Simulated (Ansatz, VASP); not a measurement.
**Two plane-wave programs on PbO**

```
CELL_PARAMETERS angstrom
3.85517 0.00000 0.00000
0.00000 3.85517 0.00000
0.00000 0.00000 5.09733
ATOMIC_POSITIONS crystal
Pb 0.00000 0.50000 0.23510
Pb 0.50000 0.00000 0.76490
O 0.00000 0.00000 0.00000
O 0.50000 0.50000 0.00000
```

Change from the starting cell: strain -0.030 along x and y, +0.015 along z, atoms carried along.

Alike in both runs: task single point; functional PBE; k mesh 8 × 8 × 6; occupations gaussian, width 0.05 eV; no spin polarisation.

```csv
,VASP,Ansatz
version,VASP 6.6.1,Ansatz 0.2.0
potentials or method,"VASP PAW PBE potentials, release 64 (Pb_d, O), cutoff 520 eV","scalar-relativistic, plane waves, PAW"
valence electrons in the cell,40,40
```

|  | VASP | Ansatz | Ansatz less VASP |
| --- | --- | --- | --- |
| gap on the k mesh at the Fermi level (eV) | 1.04 | 1.03 | -0.010 |
| least direct gap on the mesh (eV) | 2.35 | 2.35 | -0.003 |
| pressure (GPa) | 10.3 | 10.2 | -0.11 |
| traceless stress, the component that is largest in VASP (GPa) | -2.63 | -2.63 | +0.006 |
| rms of the force components (eV/Å) | 0.418 | 0.397 | -0.0209 |

Atom by atom the forces differ by 0.021 eV/Å (rms over components).

Spin-orbit coupling is off throughout.
